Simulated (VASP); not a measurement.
# Ir (P6_3/mmc) in VASP: further runs

Ir is run at these levels: PBE; tasks: single point, relaxation of cell and atoms.

All numbers are computed with VASP 6.6.1; they aren't measurements. Logs are shortened: lines on timing, memory, paths and dates and some standing lists are left out, and cuts for length are marked.

## (1) The cell of the first run

It takes space group P6_3/mmc (No. 194, hexagonal). The conventional cell has a = 2.764 Å, b = 2.764 Å, c = 4.408 Å, α = 90.00°, β = 90.00°, γ = 120.00°. Ir (site symmetry -6m2) has 12 Ir at 2.72 to 2.76 Å within 3.6 Å.

## (2) Single point, PBE

INCAR reads:

```
SYSTEM = Ir
  PREC = Accurate
  ENCUT = 520
  EDIFF = 1E-6
  ISMEAR = 0
  SIGMA = 0.05
  LREAL = .False.
  LASPH = .True.
  NELM = 100
  ALGO = Normal
  ISIF = 2
  LWAVE = .False.
  LCHARG = .True.
  GGA = PE
  LELF = .True.
  LVHAR = .True.
  NBANDS = 16
```

KPOINTS reads:

```
Automatic mesh
0
Gamma
  8 8 4
  0 0 0
```

POSCAR reads:

```
Ir
1.0
    2.7638024565      0.0000000000      0.0000000000
   -1.3819012282      2.3935231384      0.0000000000
    0.0000000000      0.0000000000      4.4079588154
Ir
2
Direct
    0.3333333333      0.6666666667      0.7500000000
    0.6666666667      0.3333333333      0.2500000000
```

Potentials or basis: VASP PAW PBE potentials, release 64 (Ir).

The run is started by

```bash
> cat potpaw_PBE.64/Ir/POTCAR > POTCAR
> mpirun -np 1 vasp_std > vasp.out
```

OUTCAR:

```text
SYSTEM = Ir
   PREC = Accurate
   ENCUT = 520
   EDIFF = 1E-6
   ISMEAR = 0
   LREAL = .False.
   LASPH = .True.
   NELM = 100
   ISIF = 2
   GGA = PE

 ion  position               nearest neighbor table
   1  0.333  0.667  0.750-   2 2.72   2 2.72   2 2.72   2 2.72   2 2.72   2 2.72
   2  0.667  0.333  0.250-   1 2.72   1 2.72   1 2.72   1 2.72   1 2.72   1 2.72

  LATTYP: Found a hexagonal cell.
 ALAT       =     2.7638024565
 C/A-ratio  =     1.5948892458

  Lattice vectors:

 A1 = (   2.7638024565,   0.0000000000,   0.0000000000)
 A2 = (  -1.3819012282,   2.3935231384,   0.0000000000)
 A3 = (   0.0000000000,   0.0000000000,   4.4079588154)

Analysis of symmetry for initial positions (statically):
=====================================================================
 Subroutine PRICEL returns:
 Original cell was already a primitive cell.

 Routine SETGRP: Setting up the symmetry group for a
 hexagonal supercell.

 Subroutine GETGRP returns: Found 24 space group operations
 (whereof 12 operations were pure point group operations)
 out of a pool of 24 trial point group operations.

The static configuration has the point symmetry D_3d.
 The point group associated with its full space group is D_6h.

Analysis of symmetry for dynamics (positions and initial velocities):
=====================================================================
 Subroutine PRICEL returns:
 Original cell was already a primitive cell.

 Routine SETGRP: Setting up the symmetry group for a
 hexagonal supercell.

 Subroutine GETGRP returns: Found 24 space group operations
 (whereof 12 operations were pure point group operations)
 out of a pool of 24 trial point group operations.

The dynamic configuration has the point symmetry D_3d.
 The point group associated with its full space group is D_6h.

 Subroutine INISYM returns: Found 24 space group operations
 (whereof 12 operations are pure point group operations),
 and found     1 'primitive' translations

----------------------------------------------------------------------------------------

                                     Primitive cell

  volume of cell :      29.1596

  direct lattice vectors                    reciprocal lattice vectors
     2.763802457  0.000000000  0.000000000     0.361820360  0.208897082  0.000000000
    -1.381901228  2.393523138  0.000000000     0.000000000  0.417794165  0.000000000
     0.000000000  0.000000000  4.407958815     0.000000000  0.000000000  0.226862374

  length of vectors
     2.763802457  2.763802457  4.407958815     0.417794165  0.417794165  0.226862374

  position of ions in fractional coordinates (direct lattice)
     0.333333333  0.666666667  0.750000000
     0.666666667  0.333333333  0.250000000

  ion indices of the primitive-cell ions
   primitive index   ion index
                 1           1
                 2           2

----------------------------------------------------------------------------------------

 KPOINTS: Automatic mesh

Automatic generation of k-mesh.
 Grid dimensions read from file:
 generate k-points for:    8    8    4

 Generating k-lattice:

  Cartesian coordinates                     Fractional coordinates (reciprocal lattice)
     0.045227545  0.026112135  0.000000000     0.125000000  0.000000000  0.000000000
     0.000000000  0.052224271  0.000000000     0.000000000  0.125000000  0.000000000
     0.000000000  0.000000000  0.056715593     0.000000000  0.000000000  0.250000000

  Length of vectors
     0.052224271  0.052224271  0.056715593

  Shift w.r.t. Gamma in fractional coordinates (k-lattice)
     0.000000000  0.000000000  0.000000000

 Subroutine IBZKPT returns following result:
 ===========================================

 Found     30 irreducible k-points:

 Following reciprocal coordinates:
            Coordinates               Weight
  0.000000  0.000000  0.000000      1.000000
  0.125000 -0.000000  0.000000      6.000000
  0.250000 -0.000000  0.000000      6.000000
  0.375000  0.000000  0.000000      6.000000
  0.500000 -0.000000  0.000000      3.000000
  0.125000  0.125000  0.000000      6.000000
[... 16 lines left out ...]
  0.250000 -0.000000  0.500000      6.000000
  0.375000  0.000000  0.500000      6.000000
 [... further k-points ...]
   k-points           NKPTS =     30   k-points in BZ     NKDIM =     30   number of bands    NBANDS=     16
   number of dos      NEDOS =    301   number of ions     NIONS =      2
   total plane-waves  NPLWV =  20736
   dimension x,y,z NGX =    24 NGY =   24 NGZ =   36
   dimension x,y,z NGXF=    48 NGYF=   48 NGZF=   72
   ions per type =               2
   NGX,Y,Z   is equivalent  to a cutoff of  14.44, 14.44, 13.58 a.u.
   NGXF,Y,Z  is equivalent  to a cutoff of  28.87, 28.87, 27.15 a.u.
 SYSTEM =  Ir
   PREC   = accura    normal or accurate (medium, high low for compatibility)
   ISTART =      0    job   : 0-new  1-cont  2-samecut
   ICHARG =      2    charge: 1-file 2-atom 10-const
   ISPIN  =      1    spin polarized calculation?
   LNONCOLLINEAR =      F non collinear calculations
   LSORBIT =      F    spin-orbit coupling
   LASPH  =      T    aspherical Exc in radial PAW
   ENCUT  =  520.0 eV  38.22 Ry    6.18 a.u.   5.14  5.14  8.20*2*pi/ulx,y,z
   NELM   =    100;   NELMIN=  2; NELMDL= -5     # of ELM steps
   EDIFF  = 0.1E-05   stopping-criterion for ELM
   LREAL  =      F    real-space projection
[... 7 lines left out ...]
   TEBEG  =    0.0;   TEEND  =   0.0 temperature during run
   PSTRESS=    0.0 pullay stress
   NELECT =      18.0000    total number of electrons
   NUPDOWN=      -1.0000    fix difference up-down
   EMIN   =  10.00;   EMAX   =-10.00  energy-range for DOS
   EFERMI =   0.00;   METHOD = LEGACY
   ISMEAR =     0;   SIGMA  =   0.05  broadening in eV -4-tet -1-fermi 0-gaus
   EFERMI_NEDOS =   21; number of points for ismear=-14 and -15
   IALGO  =     38    algorithm
   IMIX   =      4    mixing-type and parameters
     AMIX     =   0.40;   BMIX     =  1.00
     AMIX_MAG =   1.60;   BMIX_MAG =  1.00
  volume/ion in A,a.u.               =      14.58        98.39
  Fermi-wavevector in a.u.,A,eV,Ry     =   1.393921  2.634129 26.436349  1.943017
  Thomas-Fermi vector in A             =   2.517521
   LORBIT       =      0    0 simple, 1 ext, 2 COOP (PROOUT), +10 PAW based schemes
   GGA     = PE    functional components
   LHFCALC =     F    Hartree Fock is set to
   AEXX    =    0.0000 exact exchange contribution
   IVDW    =     0    specifies the selected vdW correction
   LEPSILON=     F    determine dielectric tensor
   LRPA    =     F    only Hartree local field effects (RPA)
 non-spin polarized calculation
 Gauss-broadening in eV      SIGMA  =   0.05
  energy-cutoff  :      520.00
  volume of cell :       29.16
 maximum number of plane-waves:       808
 NGX is ok and might be reduce to    24
   NGX = 11   NGY = 11   NGZ = 17

 number of electron      17.9999999 magnetization

 Free energy of the ion-electron system (eV)
  ---------------------------------------------------
  ext. energy  EPLUGINS =         0.00000000
  ---------------------------------------------------
  free energy    TOTEN  =       -17.51274755 eV

  energy without entropy =      -17.50865322  energy(sigma->0) =      -17.51070039

 E-fermi :  10.0260     XC(G=0): -13.8075

 val. band max:       10.0170630282   @ k =   0.3750   0.1250   0.0000
 cond. band min:      10.0531285635   @ k =   0.3750   0.0000   0.2500
 fundamental gap:      0.0360655353
 Fermi energy:        10.0259951861

 k-point     1 :       0.0000    0.0000    0.0000
  band No.  band energies     occupation
      1      -0.9075      2.00000
      2       2.1621      2.00000
      3       6.3312      2.00000
      4       6.3312      2.00000
      5       6.3803      2.00000
      6       6.9980      2.00000
[... 8 lines left out ...]
     15      26.6638      0.00000
     16      27.5027      0.00000

 k-point     2 :       0.1250   -0.0000    0.0000
  band No.  band energies     occupation
      1      -0.3356      2.00000
      2       2.6408      2.00000
      3       5.6311      2.00000
      4       6.6811      2.00000
      5       6.8074      2.00000
      6       6.8103      2.00000
[... 8 lines left out ...]
     15      27.2954      0.00000
     16      27.8261      0.00000

 k-point     3 :       0.2500   -0.0000    0.0000
  band No.  band energies     occupation
      1       1.1200      2.00000
      2       3.3486      2.00000
      3       5.0337      2.00000
      4       5.2497      2.00000
      5       6.2991      2.00000
      6       6.6222      2.00000
[... 8 lines left out ...]
     15      25.5560      0.00000
     16      26.0101      0.00000

 k-point     4 :       0.3750    0.0000    0.0000
  band No.  band energies     occupation
      1       2.4462      2.00000
      2       3.0380      2.00000
      3       3.8154      2.00000
      4       5.8997      2.00000
      5       6.1114      2.00000
      6       6.8308      2.00000
[... 8 lines left out ...]
     15      22.5523      0.00000
     16      24.3059      0.00000

 k-point     5 :       0.5000   -0.0000    0.0000
  band No.  band energies     occupation
      1       2.7467      2.00000
      2       2.8295      2.00000
      3       3.3941      2.00000
      4       5.9227      2.00000
      5       6.6165      2.00000
      6       6.6722      2.00000
[... 8 lines left out ...]
     15      20.9897      0.00000
     16      21.1607      0.00000

 k-point     6 :       0.1250    0.1250    0.0000
  band No.  band energies     occupation
      1       0.7062      2.00000
      2       3.3873      2.00000
      3       5.0044      2.00000
      4       5.5736      2.00000
      5       6.3991      2.00000
      6       6.5125      2.00000
[... 8 lines left out ...]
     15      24.7372      0.00000
     16      27.1048      0.00000
[... 267 lines left out ...]
 k-point    21 :       0.0000    0.0000    0.5000
  band No.  band energies     occupation
      1       1.3532      2.00000
      2       1.3532      2.00000
      3       5.8248      2.00000
      4       5.8248      2.00000
      5       6.1695      2.00000
      6       6.1695      2.00000
[... 8 lines left out ...]
     15      26.0094      0.00000
     16      26.0094      0.00000

 k-point    22 :       0.1250   -0.0000    0.5000
  band No.  band energies     occupation
      1       1.8679      2.00000
      2       1.8679      2.00000
      3       5.2424      2.00000
      4       5.2424      2.00000
      5       6.2371      2.00000
      6       6.2371      2.00000
[... 8 lines left out ...]
     15      26.2142      0.00000
     16      26.2142      0.00000

 k-point    23 :       0.2500   -0.0000    0.5000
  band No.  band energies     occupation
      1       2.7195      2.00000
      2       2.7195      2.00000
      3       4.7840      2.00000
      4       4.7840      2.00000
      5       6.2706      2.00000
      6       6.2706      2.00000
[... 8 lines left out ...]
     15      25.7222      0.00000
     16      25.7222      0.00000

 k-point    24 :       0.3750    0.0000    0.5000
  band No.  band energies     occupation
      1       2.6494      2.00000
      2       2.6494      2.00000
      3       4.5056      2.00000
      4       4.5056      2.00000
      5       7.8459      2.00000
      6       7.8459      2.00000
[... 8 lines left out ...]
     15      25.5631      0.00000
     16      25.5631      0.00000

 [... further k-points ...]
[... 5 lines left out ...]
  --------------------------------------------------------------------------------------
  -------------------------------------------------------------------------------------
  Total        0.0951081      0.0951081      0.1108115      0.0000000      0.0000000      0.0000000
  in kB        5.2257169      5.2257169      6.0885389      0.0000000      0.0000000      0.0000000
  external PRESSURE =       5.5133242 kB  Pullay stress =       0.0000000 kB

 VOLUME and BASIS-vectors are now :
 -----------------------------------------------------------------------------
  energy-cutoff  :      520.00
  volume of cell :       29.16
      direct lattice vectors                 reciprocal lattice vectors
     2.763802457  0.000000000  0.000000000     0.361820360  0.208897082  0.000000000
    -1.381901228  2.393523138  0.000000000     0.000000000  0.417794165  0.000000000
     0.000000000  0.000000000  4.407958815     0.000000000  0.000000000  0.226862374

 POSITION                                       TOTAL-FORCE (eV/Angst)
 -----------------------------------------------------------------------------------
     -0.00000      1.59568      3.30597        -0.000000      0.000000      0.000000
      1.38190      0.79784      1.10199         0.000000      0.000000      0.000000
 -----------------------------------------------------------------------------------
    total drift:                               -0.000000      0.000000     -0.000000

  FREE ENERGIE OF THE ION-ELECTRON SYSTEM (eV)
  ---------------------------------------------------
  free  energy   TOTEN  =       -17.5127475514 eV

  energy  without entropy=      -17.5086532232  energy(sigma->0) =      -17.51070039
```

Run time: 10 s. Hardware: 1 thread of Intel Xeon 6975P-C (Granite Rapids), shared host; peak memory 0.16 GiB.

Results:

* Free energy: -17.5127 eV
* Pressure: 0.6 GPa
* Band gap on the k mesh: zero (band 9 reaches 11.00 eV, above the bottom of band 10 at 7.88 eV)

Stress tensor (GPa, compression positive):
```
0.52 0.00 0.00
0.00 0.52 0.00
0.00 0.00 0.61
```

Caveat: spin-orbit coupling is left out, which moves the levels of the heavy elements.

## (3) Relaxation of cell and atoms, PBE

This run uses another cell than the first one, of 14.16 Å³/atom, 0.971 times its volume.

INCAR reads:

```
SYSTEM = Ir
PREC = Accurate
ENCUT = 600
EDIFF = 1E-7
ISMEAR = 0
SIGMA = 0.05
LREAL = .FALSE.
LASPH = .TRUE.
NELM = 100
ALGO = Normal
ISIF = 3
LWAVE = .FALSE.
LCHARG = .FALSE.
GGA = PE
IBRION = 2
NSW = 80
EDIFFG = -0.03
```

KPOINTS reads:

```
regular mesh
0
G
  8 8 4
  0 0 0
```

POSCAR reads:

```
Ir
1.0
    2.7151030582      0.0000000000      0.0000000000
   -1.3575515291      2.3513482223      0.0000000000
    0.0000000000      0.0000000000      4.4346683284
Ir
2
Direct
    0.3333333333      0.6666666667      0.7500000000
    0.6666666667      0.3333333333      0.2500000000
```

Potentials or basis: VASP PAW PBE potentials, release 64 (Ir).

The run is started by

```bash
> cat potpaw_PBE.64/Ir/POTCAR > POTCAR
> mpirun -np 1 vasp_std > vasp.out
```

It took 40 s on 1 thread of Intel Xeon 6975P-C (Granite Rapids), shared host; peak memory 0.17 GiB.

It converged, with:

- Free energy: -17.5132 eV
- Relaxed volume: 14.62 Å³/atom
- Relaxed cell: a = 2.766 Å, b = 2.766 Å, c = 4.412 Å, α = 90.00°, β = 90.00°, γ = 120.00°
- Space group after relaxing (to 0.05 Å): P6_3/mmc (No. 194)
- Energy gained by relaxing: 21.5 meV/atom
- Ionic steps: 7
- Pressure after relaxing: -0.3 GPa
- Band gap on the k mesh: zero (band 9 reaches 10.95 eV, above the bottom of band 10 at 7.84 eV)

The path:
| step | energy change (eV) | largest force (eV/Å) | pressure (GPa) | volume (Å³) |
| --- | --- | --- | --- | --- |
| 1 | 0.0000 | 0.0000 | 11.70 | 28.31 |
| 2 | 0.3214 | 0.0000 | -29.27 | 32.75 |
| 3 | -0.0359 | 0.0000 | -1.26 | 29.32 |
| 4 | -0.0360 | 0.0000 | -0.72 | 29.27 |
| 5 | -0.0425 | 0.0000 | -0.15 | 29.23 |
| 6 | -0.0430 | 0.0000 | -0.29 | 29.24 |
| 7 | -0.0430 | 0.0000 | -0.31 | 29.24 |

Final structure:
```xyz
2
Lattice="2.7662 0.0000 0.0000 -1.3831 2.3956 0.0000 0.0000 0.0000 4.4124" Properties=species:S:1:pos:R:3 pbc="T T T"
Ir    0.0000    1.5971    3.3093
Ir    1.3831    0.7985    1.1031
```

Levels at points of the mesh, in eV from the Fermi level:
```
           k point  band 7  band 8  band 9  band 10  band 11  band 12
(0.00, 0.00, 0.00)   -3.01   -2.43   -2.43    -0.60     0.23     0.23
(0.50, 0.00, 0.00)   -2.78    0.56    0.97     0.99     2.77     4.16
(0.00, 0.00, 0.50)   -3.84   -3.84   -0.47    -0.47    -0.47    -0.47
(0.50, 0.00, 0.50)   -0.94   -0.94    0.82     0.82     1.94     1.94
```

Caveat: spin-orbit coupling is left out, which moves the levels of the heavy elements.
